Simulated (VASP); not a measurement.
Runs of VASP 6.6.1 on GdO. The structure is cubic, space group F-43m (No. 216). The conventional cell has a = 5.400 Å, b = 5.400 Å, c = 5.400 Å, α = 90.00°, β = 90.00°, γ = 90.00°. Within 3.1 Å of Gd (site symmetry -43m) lie 4 O at 2.34 Å. O (site symmetry -43m) has 4 Gd at 2.34 Å within 3.1 Å. 

```csv
task,level,spin,cell,k mesh,cutoff (eV),grid for exact exchange (PRECFOCK),share of exact exchange,screening parameter,second try,gap on the mesh (eV),pressure (GPa),moment (μB)
single point,r2SCAN50,"collinear, ferromagnetic start",as given,5 × 5 × 5,520,Normal,0.5,-,-,(b),-3.3,8.00
single point,PBEsol-based screened hybrid with 25 % exact exchange,"collinear, ferromagnetic start",as given,5 × 5 × 5,520,Normal,0.25,0.207 1/Å,-,none,-4.7,7.98
single point,PBE,off,as given,9 × 9 × 9,800,-,-,-,not_converged,none,(a),-
relaxation of cell and atoms,PBEsol,"collinear, ferromagnetic start",relaxed to 30 GPa,9 × 9 × 9,800,-,-,-,crashed,none,30.0,(c)
single point,r2SCANh,"collinear, ferromagnetic start",as given,5 × 5 × 5,520,Normal,0.1,-,-,none,-2.5,7.98
relaxation of cell and atoms,PBEsol,"collinear, ferromagnetic start",relaxed to 20 GPa,9 × 9 × 9,800,-,-,-,crashed,none,20.0,6.04
```

Alike in all rows: potentials or basis VASP PAW PBE potentials, release 64 (Gd, O); smearing fermi-dirac 0.05 eV.

Question: Fill in the values left out.

Answer: (a) -4.4; (b) 1.94; (c) 6.03.

Caveats: some runs use coarse meshes; spin-orbit coupling is left out, which moves the levels of the heavy elements; the PAW data sets were made with another functional, which shifts forces and pressure a little (at least some runs); a cell with one magnetic atom can't hold antiferromagnetic order, which such compounds often take (at least some runs); semilocal functionals describe open f shells poorly, which spoils levels, moments and volumes (at least some runs); the cell stands under tension (at least some runs); the cell is relaxed towards a set pressure, so the run minimises the enthalpy, not the energy (at least some runs).

A k mesh can miss the band edges, and the runs leave out spin-orbit coupling on Gd.

A gap of «none» marks levels without a gap at the run's occupations.
